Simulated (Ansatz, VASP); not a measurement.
## ZnTe4Ru2: VASP beside Ansatz

```
Ru Zn Te
1.0
     0.00000    5.96014    0.00000
     5.96014    0.00000    0.00000
     2.98007    2.98007   -5.67683
Ru Zn Te
2 1 4
Direct
  0.50000 0.50000 0.00000
  0.75000 0.25000 0.50000
  0.00000 0.00000 0.00000
  0.38863 0.40964 0.72631
  0.59036 0.11494 0.27369
  0.88506 0.86405 0.72631
  0.13595 0.61137 0.27369
```

Alike in both runs: functional PBE; k mesh 4 × 4 × 4; occupations gaussian, width 0.1329 eV; no spin polarisation.

Ansatz relaxed the structure, and its values are those at the end. VASP's run is a single point on that final structure, the one shown.

```csv
,VASP,Ansatz
version,VASP 6.6.1,Ansatz 0.2.0
potentials or method,"VASP PAW PBE potentials, release 64 (Ru_pv, Zn, Te), cutoff 520 eV",PAW plane waves
valence electrons in the cell,64,108
```

|  | VASP | Ansatz | Ansatz less VASP |
| --- | --- | --- | --- |
| gap on the k mesh at the Fermi level (eV) | none | none | - |
| pressure (GPa) | -0.1 | 0.0 | +0.09 |
| rms of the force components (eV/Å) | 0.014 | 0.004 | -0.0098 |

A gap of «none» marks a metal or a gap that the smearing closes. VASP's potentials hold 64 valence electrons a cell and Ansatz's 108, so a difference there can come from the potentials and not from the codes.

Neither program's run includes spin-orbit coupling.
